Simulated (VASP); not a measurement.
# Te (R-3m) in VASP: notebook, part 2 of 2

VASP 6.6.1.

**4. Single point, PBEsol (volume scaled by 0.96)**

INCAR

```
SYSTEM = Te
  PREC = Accurate
  ENCUT = 520
  EDIFF = 1E-6
  ISMEAR = -1
  SIGMA = 0.05
  LREAL = .FALSE.
  LASPH = .TRUE.
  NELM = 80
  ALGO = Normal
  ISIF = 2
  LWAVE = .FALSE.
  LCHARG = .FALSE.
  GGA = PS
  NBANDS = 9
```

KPOINTS

```
Automatic mesh
0
G
  9 9 9
  0 0 0
```

POSCAR

```
Te
1.0
    2.2747396529      1.3133215509      1.6681001767
   -2.2747396529      1.3133215509      1.6681001767
    0.0000000000     -2.6266431019      1.6681001767
Te
1
Direct
    0.5000000000      0.5000000000      0.5000000000
```

Potentials or basis: VASP PAW PBE potentials, release 64 (Te).

Started as:

```console
> cat potpaw_PBE.64/Te/POTCAR > POTCAR
> mpirun -np 1 vasp_std > vasp.out
```

OUTCAR:

```text
SYSTEM = Te
   PREC = Accurate
   ENCUT = 520
   EDIFF = 1E-6
   ISMEAR = -1
   LREAL = .FALSE.
   LASPH = .TRUE.
   NELM = 80
   ISIF = 2
   GGA = PS

 ion  position               nearest neighbor table
   1  0.500  0.500  0.500-

  LATTYP: Found a trigonal (rhomboedric) cell.
 ALAT       =     3.1115610526
 COS(alpha) =    -0.0688991668

  Lattice vectors:

 A1 = (   2.2747396529,   1.3133215509,   1.6681001767)
 A2 = (  -2.2747396529,   1.3133215509,   1.6681001767)
 A3 = (   0.0000000000,  -2.6266431019,   1.6681001767)

Analysis of symmetry for initial positions (statically):
=====================================================================
 Subroutine PRICEL returns:
 Original cell was already a primitive cell.

 Routine SETGRP: Setting up the symmetry group for a
 trigonal (rhombohedral) supercell.

 Subroutine GETGRP returns: Found 12 space group operations
 (whereof 12 operations were pure point group operations)
 out of a pool of 12 trial point group operations.

The static configuration has the point symmetry D_3d.

Analysis of symmetry for dynamics (positions and initial velocities):
=====================================================================
 Subroutine PRICEL returns:
 Original cell was already a primitive cell.

 Routine SETGRP: Setting up the symmetry group for a
 trigonal (rhombohedral) supercell.

 Subroutine GETGRP returns: Found 12 space group operations
 (whereof 12 operations were pure point group operations)
 out of a pool of 12 trial point group operations.

The dynamic configuration has the point symmetry D_3d.

 Subroutine INISYM returns: Found 12 space group operations
 (whereof 12 operations are pure point group operations),
 and found     1 'primitive' translations

----------------------------------------------------------------------------------------

                                     Primitive cell

  volume of cell :      29.9003

  direct lattice vectors                    reciprocal lattice vectors
     2.274739653  1.313321551  1.668100177     0.219805374  0.126904692  0.199828127
    -2.274739653  1.313321551  1.668100177    -0.219805374  0.126904692  0.199828127
     0.000000000 -2.626643102  1.668100177     0.000000000 -0.253809384  0.199828127

  length of vectors
     3.111561053  3.111561053  3.111561053     0.323033254  0.323033254  0.323033254

  position of ions in fractional coordinates (direct lattice)
     0.500000000  0.500000000  0.500000000

  ion indices of the primitive-cell ions
   primitive index   ion index
                 1           1

----------------------------------------------------------------------------------------

 KPOINTS: Automatic mesh

Automatic generation of k-mesh.
 Grid dimensions read from file:
 generate k-points for:    9    9    9

 Generating k-lattice:

  Cartesian coordinates                     Fractional coordinates (reciprocal lattice)
     0.024422819  0.014100521  0.022203125     0.111111111  0.000000000  0.000000000
    -0.024422819  0.014100521  0.022203125     0.000000000  0.111111111  0.000000000
     0.000000000 -0.028201043  0.022203125    -0.000000000 -0.000000000  0.111111111

  Length of vectors
     0.035892584  0.035892584  0.035892584

  Shift w.r.t. Gamma in fractional coordinates (k-lattice)
     0.000000000  0.000000000  0.000000000

 Subroutine IBZKPT returns following result:
 ===========================================

 Found     85 irreducible k-points:

 Following reciprocal coordinates:
            Coordinates               Weight
  0.000000  0.000000  0.000000      1.000000
  0.111111 -0.000000 -0.000000      6.000000
  0.222222  0.000000  0.000000      6.000000
  0.333333 -0.000000  0.000000      6.000000
  0.444444  0.000000  0.000000      6.000000
  0.111111  0.111111  0.000000      6.000000
[... 16 lines left out ...]
 -0.333333  0.333333  0.000000      6.000000
  0.444444  0.444444  0.000000      6.000000
 [... further k-points ...]
   k-points           NKPTS =     85   k-points in BZ     NKDIM =     85   number of bands    NBANDS=      9
   number of dos      NEDOS =    301   number of ions     NIONS =      1
   total plane-waves  NPLWV =  13824
   dimension x,y,z NGX =    24 NGY =   24 NGZ =   24
   dimension x,y,z NGXF=    48 NGYF=   48 NGZF=   48
   ions per type =               1
   NGX,Y,Z   is equivalent  to a cutoff of  12.82, 12.82, 12.82 a.u.
   NGXF,Y,Z  is equivalent  to a cutoff of  25.65, 25.65, 25.65 a.u.
 SYSTEM =  Te
   PREC   = accura    normal or accurate (medium, high low for compatibility)
   ISTART =      0    job   : 0-new  1-cont  2-samecut
   ICHARG =      2    charge: 1-file 2-atom 10-const
   ISPIN  =      1    spin polarized calculation?
   LNONCOLLINEAR =      F non collinear calculations
   LSORBIT =      F    spin-orbit coupling
   LASPH  =      T    aspherical Exc in radial PAW
   ENCUT  =  520.0 eV  38.22 Ry    6.18 a.u.   5.79  5.79  5.79*2*pi/ulx,y,z
   NELM   =     80;   NELMIN=  2; NELMDL= -5     # of ELM steps
   EDIFF  = 0.1E-05   stopping-criterion for ELM
   LREAL  =      F    real-space projection
   EDIFFG = 0.1E-04   stopping-criterion for IOM
   NSW    =      0    number of steps for IOM
   IBRION =     -1    ionic relax: 0-MD 1-quasi-New 2-CG
   NFREE  =      0    steps in history (QN), initial steepest desc. (CG)
   ISIF   =      2    stress and relaxation
   ISYM   =      2    0-nonsym 1-usesym 2-fastsym
   POTIM  = 0.5000    time-step for ionic-motion
   TEBEG  =    0.0;   TEEND  =   0.0 temperature during run
   PSTRESS=    0.0 pullay stress
   NELECT =       6.0000    total number of electrons
   NUPDOWN=      -1.0000    fix difference up-down
   EMIN   =  10.00;   EMAX   =-10.00  energy-range for DOS
   EFERMI =   0.00;   METHOD = LEGACY
   ISMEAR =    -1;   SIGMA  =   0.05  broadening in eV -4-tet -1-fermi 0-gaus
   EFERMI_NEDOS =   21; number of points for ismear=-14 and -15
   IALGO  =     38    algorithm
   IMIX   =      4    mixing-type and parameters
     AMIX     =   0.40;   BMIX     =  1.00
     AMIX_MAG =   1.60;   BMIX_MAG =  1.00
  volume/ion in A,a.u.               =      29.90       201.78
  Fermi-wavevector in a.u.,A,eV,Ry     =   0.958444  1.811196 12.498502  0.918614
  Thomas-Fermi vector in A             =   2.087551
   LORBIT       =      0    0 simple, 1 ext, 2 COOP (PROOUT), +10 PAW based schemes
   GGA     = PS    functional components
   LHFCALC =     F    Hartree Fock is set to
   AEXX    =    0.0000 exact exchange contribution
   IVDW    =     0    specifies the selected vdW correction
   LEPSILON=     F    determine dielectric tensor
   LRPA    =     F    only Hartree local field effects (RPA)
 non-spin polarized calculation
  energy-cutoff  :      520.00
  volume of cell :       29.90
 maximum number of plane-waves:       829
   NGX = 11   NGY = 11   NGZ = 11

 number of electron       5.9999999 magnetization

 Free energy of the ion-electron system (eV)
  ---------------------------------------------------
  ext. energy  EPLUGINS =         0.00000000
  ---------------------------------------------------
  free energy    TOTEN  =        -3.49583084 eV

  energy without entropy =       -3.49038816  energy(sigma->0) =       -3.49310950

 E-fermi :   7.5200     XC(G=0):  -9.8239

 val. band max:        7.5001531943   @ k =   0.2222   0.1111   0.0000
 cond. band min:       7.5452541361   @ k =  -0.1111   0.1111   0.1111
 fundamental gap:      0.0451009418
 Fermi energy:         7.5199533523

 k-point     1 :       0.0000    0.0000    0.0000
  band No.  band energies     occupation
      1      -6.8129      2.00000
      2       8.5284      0.00000
      3       9.0066      0.00000
      4       9.0066      0.00000
      5      13.5313      0.00000
      6      13.5313      0.00000
      7      14.2453      0.00000
      8      24.5597      0.00000
      9      24.5973      0.00000

 k-point     2 :       0.1111   -0.0000   -0.0000
  band No.  band energies     occupation
      1      -6.6502      2.00000
      2       7.1820      1.99768
      3       8.8443      0.00000
      4       9.1426      0.00000
      5      13.6819      0.00000
      6      14.1254      0.00000
      7      15.7569      0.00000
      8      22.4353      0.00000
      9      22.4826      0.00000
[... 253 lines left out ...]
 k-point    24 :       0.4444    0.4444    0.0000
  band No.  band energies     occupation
      1      -2.9336      2.00000
      2       2.3635      2.00000
      3       3.0667      2.00000
      4       9.6204      0.00000
      5      11.6348      0.00000
      6      17.9684      0.00000
      7      19.7108      0.00000
      8      20.1747      0.00000
      9      20.4639      0.00000

 [... further k-points ...]
[... 5 lines left out ...]
  --------------------------------------------------------------------------------------
  -------------------------------------------------------------------------------------
  Total        0.5060134      0.5060134      0.4055919      0.0000000     -0.0000000      0.0000000
  in kB       27.1141775     27.1141775     21.7332018      0.0000000     -0.0000000      0.0000000
  external PRESSURE =      25.3205189 kB  Pullay stress =       0.0000000 kB

 VOLUME and BASIS-vectors are now :
 -----------------------------------------------------------------------------
  energy-cutoff  :      520.00
  volume of cell :       29.90
      direct lattice vectors                 reciprocal lattice vectors
     2.274739653  1.313321551  1.668100177     0.219805374  0.126904692  0.199828127
    -2.274739653  1.313321551  1.668100177    -0.219805374  0.126904692  0.199828127
     0.000000000 -2.626643102  1.668100177     0.000000000 -0.253809384  0.199828127

 POSITION                                       TOTAL-FORCE (eV/Angst)
 -----------------------------------------------------------------------------------
      0.00000     -0.00000      2.50215        -0.000000      0.000000     -0.000000
 -----------------------------------------------------------------------------------
    total drift:                                0.000000      0.000000     -0.000000

  FREE ENERGIE OF THE ION-ELECTRON SYSTEM (eV)
  ---------------------------------------------------
  free  energy   TOTEN  =        -3.4958308412 eV

  energy  without entropy=       -3.4903881634  energy(sigma->0) =       -3.49310950
```

stdout:

```text
POSCAR found type information on POSCAR Te
 POSCAR found :  1 types and       1 ions
 scaLAPACK will be used
 -----------------------------------------------------------------------------
|                                                                             |
|                                                                             |
|     You enforced a specific xc type in the INCAR file but a different       |
|     I HOPE YOU KNOW WHAT YOU ARE DOING!                                     |
|                                                                             |
 -----------------------------------------------------------------------------

 LDA part: xc-table for (Slater+PW92), standard interpolation
 POSCAR, INCAR and KPOINTS ok, starting setup
 FFT: planning ... GRIDC
 FFT: planning ... GRID_SOFT
 FFT: planning ... GRID
 WAVECAR not read
 entering main loop
```

Run time: 5.1 s. Hardware: 1 thread of Intel Xeon Platinum 8559C (Emerald Rapids), shared host; peak memory 0.14 GiB.

Results:

```yaml
Free_energy: -3.4958 eV
Pressure: 2.5 GPa
Band_gap_on_the_k_mesh: zero (band 3 reaches 10.07 eV, above the bottom of band 4 at 4.91 eV)
```

Caveat: the PAW data sets were made with another functional, which shifts forces and pressure a little; spin-orbit coupling is left out, which moves the levels of the heavy elements.

**5. Overview**

| level | cell | smearing | gap on the mesh (eV) | pressure (GPa) |
| --- | --- | --- | --- | --- |
| PBE+D3(BJ) | a = 3.154 Å, angles 94.0°, 1 atom | tetrahedron | none | -0.1 |
| PBEsol | a = 3.090 Å, angles 94.0°, 1 atom | fermi-dirac 0.05 eV | none | 4.0 |
| PBEsol | a = 3.112 Å, angles 94.0°, 1 atom | fermi-dirac 0.05 eV | none | 2.5 |

Alike in all rows: task single point; potentials or basis VASP PAW PBE potentials, release 64 (Te); no spin polarisation; k mesh 9 × 9 × 9; cutoff (eV) 520.

Caveats: spin-orbit coupling is left out, which moves the levels of the heavy elements; the PAW data sets were made with another functional, which shifts forces and pressure a little (some runs); pairwise dispersion overbinds metals, which lowers pressure and volume (some runs).

Total energies depend on the potentials used, so only differences within one code and one set of settings carry meaning.
